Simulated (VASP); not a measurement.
# LiH (Fm-3m) in VASP: further runs

The runs below take LiH through single point, with PBE.

Everything below comes from runs of VASP 6.6.1. Logs are shortened: lines on timing, memory, paths and dates and some standing lists are left out, and cuts for length are marked.

**1. The cell of the first run**

Symmetry: Fm-3m, No. 225, cubic system. The conventional cell has a = 4.017 Å, b = 4.017 Å, c = 4.017 Å, α = 90.00°, β = 90.00°, γ = 90.00°. Within 2.7 Å of Li (site symmetry m-3m) lie 6 H at 2.01 Å. H (site symmetry m-3m) has 6 Li at 2.01 Å within 2.7 Å.

**2. Single point, PBE, collinear spin, ferromagnetic start**

File INCAR:

```
  ALGO = Normal
  EDIFF = 1E-6
  ENCUT = 520
  GGA = PE
  ISIF = 2
  ISMEAR = -5
  ISPIN = 2
  ISYM = 0
  LASPH = T
  LCHARG = T
  LELF = T
  LORBIT = 11
  LREAL = F
  LVHAR = T
  LWAVE = F
  MAGMOM = -4 0
  NBANDS = 13
  NELECT = 3.75
  NELM = 150
  PREC = Accurate
  SIGMA = 0.1
```

File KPOINTS:

```
k-points
0
Gamma
  3 9 3
```

File POSCAR:

```
LiH
1.0
    0.0000000000      2.0086193919      2.0086193919
    2.0086193919      0.0000000000      2.0086193919
    2.0086193919      2.0086193919      0.0000000000
Li H
1 1
Direct
    0.0000000000      0.0000000000      0.0000000000
    0.5000000000      0.5000000000      0.5000000000
```

Potentials or basis: VASP PAW PBE potentials, release 64 (Li_sv, H).

Command:

```bash
cat potpaw_PBE.64/Li_sv/POTCAR potpaw_PBE.64/H/POTCAR > POTCAR
mpirun -np 1 vasp_std > vasp.out
```

OUTCAR:

```text
EDIFF = 1E-6
   ENCUT = 520
   GGA = PE
   ISIF = 2
   ISMEAR = -5
   ISPIN = 2
   ISYM = 0
   LASPH = T
   LORBIT = 11
   LREAL = F
   NELECT = 3.75
   NELM = 150
   PREC = Accurate

 ion  position               nearest neighbor table
   1  0.000  0.000  0.000-
   2  0.500  0.500  0.500-

IMPORTANT INFORMATION: All symmetrisations will be switched off!
NOSYMM: (Re-)initialisation of all symmetry stuff for point group C_1.

----------------------------------------------------------------------------------------

                                     Primitive cell

  volume of cell :      16.2078

  direct lattice vectors                    reciprocal lattice vectors
     0.000000000  2.008619392  2.008619392    -0.248927199  0.248927199  0.248927199
     2.008619392  0.000000000  2.008619392     0.248927199 -0.248927199  0.248927199
     2.008619392  2.008619392  0.000000000     0.248927199  0.248927199 -0.248927199

  length of vectors
     2.840616786  2.840616786  2.840616786     0.431154557  0.431154557  0.431154557

  position of ions in fractional coordinates (direct lattice)
     0.000000000  0.000000000  0.000000000
     0.500000000  0.500000000  0.500000000

  ion indices of the primitive-cell ions
   primitive index   ion index
                 1           1
                 2           2

----------------------------------------------------------------------------------------

 KPOINTS: k-points

Automatic generation of k-mesh.
 Grid dimensions read from file:
 generate k-points for:    3    9    3

 Generating k-lattice:

  Cartesian coordinates                     Fractional coordinates (reciprocal lattice)
    -0.082975733  0.082975733  0.082975733     0.333333333  0.000000000  0.000000000
     0.027658578 -0.027658578  0.027658578     0.000000000  0.111111111  0.000000000
     0.082975733  0.082975733 -0.082975733     0.000000000  0.000000000  0.333333333

  Length of vectors
     0.143718186  0.047906062  0.143718186

  Shift w.r.t. Gamma in fractional coordinates (k-lattice)
     0.000000000  0.000000000  0.000000000

 -----------------------------------------------------------------------------
|                                                                             |
|           W    W    AA    RRRRR   N    N  II  N    N   GGGG   !!!           |
|           W    W   A  A   R    R  NN   N  II  NN   N  G    G  !!!           |
|           W    W  A    A  R    R  N N  N  II  N N  N  G       !!!           |
|           W WW W  AAAAAA  RRRRR   N  N N  II  N  N N  G  GGG   !            |
[... 118 lines left out ...]

 E-fermi :  -1.1251     XC(G=0):  -8.1775

 val. band max:       -0.6889350124   @ k =  -0.3333   0.0000   0.3333
 cond. band min:      -1.1762163905   @ k =   0.3333   0.4444   0.0000
 fundamental gap:     -0.4872813780
 Fermi energy:        -1.1251206695

 spin component 1

 k-point     1 :       0.0000    0.0000    0.0000
  band No.  band energies     occupation
      1     -43.8717      1.00000
      2      -5.4852      1.00000
      3      15.6502      0.00000
      4      18.0819      0.00000
      5      18.0874      0.00000
      6      18.0938      0.00000
      7      22.8900      0.00000
      8      22.8922      0.00000
      9      22.9014      0.00000
     10      24.5724      0.00000
     11      28.7085      0.00000
     12      28.7112      0.00000
     13      28.7139      0.00000
[... 356 lines left out ...]
      2      -2.8289      1.00019
      3       7.3249      0.00000
      4      12.0453      0.00000
      5      12.0526      0.00000
      6      15.4155      0.00000
      7      17.5686      0.00000
      8      29.6899      0.00000
      9      31.8951      0.00000
     10      31.8982      0.00000
     11      35.1460      0.00000
     12      37.6914      0.00000
     13      37.6991      0.00000

 [... further k-points ...]

 spin component 2

 k-point     1 :       0.0000    0.0000    0.0000
  band No.  band energies     occupation
      1     -43.8688      1.00000
      2      -4.9552      1.00000
      3      16.3030      0.00000
      4      18.2969      0.00000
      5      18.3104      0.00000
      6      18.3154      0.00000
      7      23.0486      0.00000
      8      23.0725      0.00000
      9      23.0756      0.00000
     10      24.4681      0.00000
     11      29.0851      0.00000
     12      29.0900      0.00000
     13      29.0946      0.00000
[... 356 lines left out ...]
      2      -2.2225      1.08485
      3       7.7557      0.00000
      4      12.2713      0.00000
      5      12.2878      0.00000
      6      15.4658      0.00000
      7      17.7494      0.00000
      8      30.2133      0.00000
      9      32.1143      0.00000
     10      32.1152      0.00000
     11      35.4518      0.00000
     12      38.0202      0.00000
     13      38.0382      0.00000

 [... further k-points ...]

------------------------ aborting loop because EDIFF is reached ----------------------------------------

  FORCE on cell =-STRESS in cart. coord.  units (eV):
  Direction    XX          YY          ZZ          XY          YZ          ZX
  --------------------------------------------------------------------------------------
  -------------------------------------------------------------------------------------
  Total       -1.0072272     -0.8992100     -1.0072272     -0.0097629     -0.0097629     -0.0795886
  in kB      -99.5669229    -88.8891540    -99.5669194     -0.9650901     -0.9650894     -7.8675306
  external PRESSURE =     -96.0076654 kB  Pullay stress =       0.0000000 kB

 VOLUME and BASIS-vectors are now :
 -----------------------------------------------------------------------------
  energy-cutoff  :      520.00
  volume of cell :       16.21
      direct lattice vectors                 reciprocal lattice vectors
     0.000000000  2.008619392  2.008619392    -0.248927199  0.248927199  0.248927199
     2.008619392  0.000000000  2.008619392     0.248927199 -0.248927199  0.248927199
     2.008619392  2.008619392  0.000000000     0.248927199  0.248927199 -0.248927199

 POSITION                                       TOTAL-FORCE (eV/Angst)
 -----------------------------------------------------------------------------------
      0.00000      0.00000      0.00000        -0.000000     -0.000000     -0.000000
      2.00862      2.00862      2.00862         0.000000      0.000000      0.000000
 -----------------------------------------------------------------------------------
    total drift:                               -0.000000     -0.000000      0.000000

  FREE ENERGIE OF THE ION-ELECTRON SYSTEM (eV)
  ---------------------------------------------------
  free  energy   TOTEN  =        -6.0163820646 eV

  energy  without entropy=       -6.0163820646  energy(sigma->0) =       -6.01638206

 total charge

# of ion       s       p       d       tot
------------------------------------------
    1        2.018   0.047   0.000   2.065
    2        0.489   0.001   0.000   0.490
--------------------------------------------------
tot          2.507   0.048   0.000   2.555

 magnetization (x)

# of ion       s       p       d       tot
------------------------------------------
    1       -0.002   0.005   0.000   0.003
    2        0.103   0.000   0.000   0.103
--------------------------------------------------
tot          0.101   0.005   0.000   0.106
```

It took 19 s on 1 thread of AMD EPYC 9R45 (Zen 5), shared host; peak memory 0.11 GiB.

What came out:

```yaml
Free_energy: -6.0164 eV
Net_moment: 0.25 μB per cell
Site_moments: Li +0.00; H +0.10 μB
Valence_electrons_inside_the_program's_atomic_spheres: Li 2.06; H 0.49
```

Levels at points of the mesh, in eV from the Fermi level:
Spin up:
```tsv
k point	band 1	band 2	band 3	band 4	band 5
(0.00, 0.00, 0.00)	-42.75	-4.36	16.78	19.21	19.21
```
Spin down:
| k point | band 1 | band 2 | band 3 | band 4 | band 5 | band 6 | band 7 |
| --- | --- | --- | --- | --- | --- | --- | --- |
| (0.00, 0.00, 0.00) | -42.74 | -3.83 | 17.43 | 19.42 | 19.44 | 19.44 | 24.17 |

Caveat: the k points lie up to 0.90 Å⁻¹ apart; the cell carries a net charge on a neutralising background, which shifts energy and pressure; the cell is charged against a uniform background, so pressure and absolute levels hang on convention; the cutoff is under 1.25 times the usual one of these potentials, so pressure, stress and relaxed cells hold a basis-set (Pulay) error; the moment fell far below its start of 4 μB, so a state of higher moment may lie lower in energy; tetrahedron occupations give inexact forces and stress in metals.

**3. Single point, PBE**

File INCAR:

```
ALGO = Normal
EDIFF = 1E-6
ENCUT = 520
GGA = PE
ISIF = 2
ISMEAR = 0
ISYM = 0
LASPH = T
LCHARG = F
LREAL = F
LWAVE = F
NBANDS = 9
NELM = 80
PREC = Accurate
SIGMA = 0.1
```

File KPOINTS:

```
k-points
0
Gamma
  3 10 11
```

POSCAR is that of step 2.

Potentials or basis: VASP PAW PBE potentials, release 64 (Li_sv, H).

Command:

```bash
cat potpaw_PBE.64/Li_sv/POTCAR potpaw_PBE.64/H/POTCAR > POTCAR
mpirun -np 1 vasp_std > vasp.out
```

OUTCAR:

```text
EDIFF = 1E-6
   ENCUT = 520
   GGA = PE
   ISIF = 2
   ISMEAR = 0
   ISYM = 0
   LASPH = T
   LREAL = F
   NELM = 80
   PREC = Accurate

 ion  position               nearest neighbor table
   1  0.000  0.000  0.000-
   2  0.500  0.500  0.500-

IMPORTANT INFORMATION: All symmetrisations will be switched off!
NOSYMM: (Re-)initialisation of all symmetry stuff for point group C_1.

----------------------------------------------------------------------------------------

                                     Primitive cell

  volume of cell :      16.2078

  direct lattice vectors                    reciprocal lattice vectors
     0.000000000  2.008619392  2.008619392    -0.248927199  0.248927199  0.248927199
     2.008619392  0.000000000  2.008619392     0.248927199 -0.248927199  0.248927199
     2.008619392  2.008619392  0.000000000     0.248927199  0.248927199 -0.248927199

  length of vectors
     2.840616786  2.840616786  2.840616786     0.431154557  0.431154557  0.431154557

  position of ions in fractional coordinates (direct lattice)
     0.000000000  0.000000000  0.000000000
[... 155 lines left out ...]

 k-point     1 :       0.0000    0.0000    0.0000
  band No.  band energies     occupation
      1     -44.2333      2.00000
      2      -5.3507      2.00000
      3      16.0678      0.00000
      4      17.8836      0.00000
      5      17.8861      0.00000
      6      17.8863      0.00000
      7      22.5846      0.00000
      8      22.5877      0.00000
      9      22.5890      0.00000
[... 265 lines left out ...]
 k-point    24 :       0.3333    0.2000    0.0909
  band No.  band energies     occupation
      1     -44.2046      2.00000
      2      -3.8971      2.00000
      3      10.2202      0.00000
      4      11.4889      0.00000
      5      14.7467      0.00000
      6      17.8523      0.00000
      7      20.2307      0.00000
      8      23.3121      0.00000
      9      26.9603      0.00000

 [... further k-points ...]

------------------------ aborting loop because EDIFF is reached ----------------------------------------

  FORCE on cell =-STRESS in cart. coord.  units (eV):
  Direction    XX          YY          ZZ          XY          YZ          ZX
  --------------------------------------------------------------------------------------
  -------------------------------------------------------------------------------------
  Total       -0.0157264     -0.0882742     -0.0881666      0.0000160     -0.0431252     -0.0000280
  in kB       -1.5545930     -8.7261286     -8.7154871      0.0015804     -4.2630336     -0.0027706
  external PRESSURE =      -6.3320695 kB  Pullay stress =       0.0000000 kB

 VOLUME and BASIS-vectors are now :
 -----------------------------------------------------------------------------
  energy-cutoff  :      520.00
  volume of cell :       16.21
      direct lattice vectors                 reciprocal lattice vectors
     0.000000000  2.008619392  2.008619392    -0.248927199  0.248927199  0.248927199
     2.008619392  0.000000000  2.008619392     0.248927199 -0.248927199  0.248927199
     2.008619392  2.008619392  0.000000000     0.248927199  0.248927199 -0.248927199

 POSITION                                       TOTAL-FORCE (eV/Angst)
 -----------------------------------------------------------------------------------
      0.00000      0.00000      0.00000         0.000002      0.000000      0.000002
      2.00862      2.00862      2.00862        -0.000002     -0.000000     -0.000002
 -----------------------------------------------------------------------------------
    total drift:                                0.000004      0.000002      0.000004

  FREE ENERGIE OF THE ION-ELECTRON SYSTEM (eV)
  ---------------------------------------------------
  free  energy   TOTEN  =        -6.1353362588 eV

  energy  without entropy=       -6.1353362588  energy(sigma->0) =       -6.13533626
```

stdout:

```text
POSCAR found type information on POSCAR LiH
 POSCAR found :  2 types and       2 ions
 scaLAPACK will be used
 LDA part: xc-table for (Slater+PW92), standard interpolation
 -----------------------------------------------------------------------------
|                                                                             |
|           W    W    AA    RRRRR   N    N  II  N    N   GGGG   !!!           |
|           W    W   A  A   R    R  NN   N  II  NN   N  G    G  !!!           |
|           W    W  A    A  R    R  N N  N  II  N N  N  G       !!!           |
|           W WW W  AAAAAA  RRRRR   N  N N  II  N  N N  G  GGG   !            |
|           WW  WW  A    A  R   R   N   NN  II  N   NN  G    G                |
|           W    W  A    A  R    R  N    N  II  N    N   GGGG   !!!           |
|                                                                             |
|     Your reciprocal lattice and k-lattice belong to different lattice       |
|     classes:                                                                |
|                                                                             |
|        The reciprocal lattice is body-centered cubic,                       |
|        whereas your k-lattice is triclinic.                                 |
|                                                                             |
|     Results are often still useful ...                                      |
|                                                                             |
 -----------------------------------------------------------------------------

 POSCAR, INCAR and KPOINTS ok, starting setup
 FFT: planning ... GRIDC
 FFT: planning ... GRID_SOFT
 FFT: planning ... GRID
 WAVECAR not read
 entering main loop
```

Run time: 12 s. Hardware: 1 thread of AMD EPYC 9R45 (Zen 5), shared host; peak memory 0.11 GiB.

Results:

```
Free energy            : -6.1353 eV
Band gap on the k mesh : 3.31 eV, direct
```

Levels at points of the mesh, in eV from the valence-band top:
```csv
k point,band 1,band 2,band 3,band 4,band 5,band 6
"(0.00, 0.00, 0.00)",-44.16,-5.28,16.14,17.96,17.96,17.96
"(0.00, 0.50, 0.00)",-44.12,-2.48,5.04,13.73,16.57,16.58
```

Caveat: the k points lie up to 0.90 Å⁻¹ apart; the cutoff is under 1.25 times the usual one of these potentials, so pressure, stress and relaxed cells hold a basis-set (Pulay) error.
